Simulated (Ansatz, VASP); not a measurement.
# Two plane-wave programs on Al

File INCAR:

```
ALGO = Normal ; EDIFF = 1E-7
ENCUT = 520 ; GGA = PE
ISIF = 2 ; ISMEAR = 0
IVDW = 12 ; LASPH = T
LCHARG = F ; LREAL = F
LWAVE = F ; NBANDS = 14
NELM = 60 ; PREC = Accurate
SIGMA = 0.15
```

The input KPOINTS:

```
k-points
0
Gamma
  18 18 4
```

Contents of POSCAR:

```
Al
1.0
    2.6962000000      0.0000000000      0.0000000000
   -1.3481000000      2.3349776937      0.0000000000
    0.0000000000      0.0000000000     10.8379000000
Al
4
Direct
    0.0000000000      0.0000000000      0.0000000000
    0.3333333333      0.6666666667      0.2500000000
    0.0000000000      0.0000000000      0.5000000000
    0.6666666667      0.3333333333      0.7500000000
```

Input for Ansatz:

```yaml
crystal:
  lattice:
    - [2.6962, 0.0, 0.0]
    - [-1.3481, 2.3349776937, 0.0]
    - [0.0, 0.0, 10.8379]
  atoms:
    - { symbol: Al, position: [0.0, 0.0, 0.0] }
    - { symbol: Al, position: [0.3333333333, 0.6666666667, 0.25] }
    - { symbol: Al, position: [0.0, 0.0, 0.5] }
    - { symbol: Al, position: [0.6666666667, 0.3333333333, 0.75] }
basis:
  ecutwfc: 420
kpoints:
  mp_grid: { grid: [18, 18, 4] }
hamiltonian:
  xc: pbe
  pseudopotentials: { kind: paw, azcp: { folder: soft_1 } }
  dispersion: d3bj
scf:
  occupations: { method: gaussian, width: 0.15 }
output:
  forces: true
  stress: true
  eigenvalues: true
```

Alike in both runs: task single point; functional PBE; dispersion D3(BJ); k mesh 18 × 18 × 4; occupations gaussian, width 0.15 eV; no spin polarisation.

```csv
,VASP,Ansatz
version,VASP 6.6.1,Ansatz 0.2.0
potentials or method,"VASP PAW PBE potentials, release 64 (Al), cutoff 520 eV","scalar-relativistic, plane waves, PAW"
valence electrons in the cell,12,12
```

```tsv
	VASP	Ansatz	Ansatz less VASP
gap on the k mesh at the Fermi level (eV)	none	none	-
pressure (GPa)	-1.2	-1.2	0.00
traceless stress, the component that is largest in VASP (GPa)	-9.51	-9.51	+0.002
```

A gap of «none» marks a metal or a gap that the smearing closes.
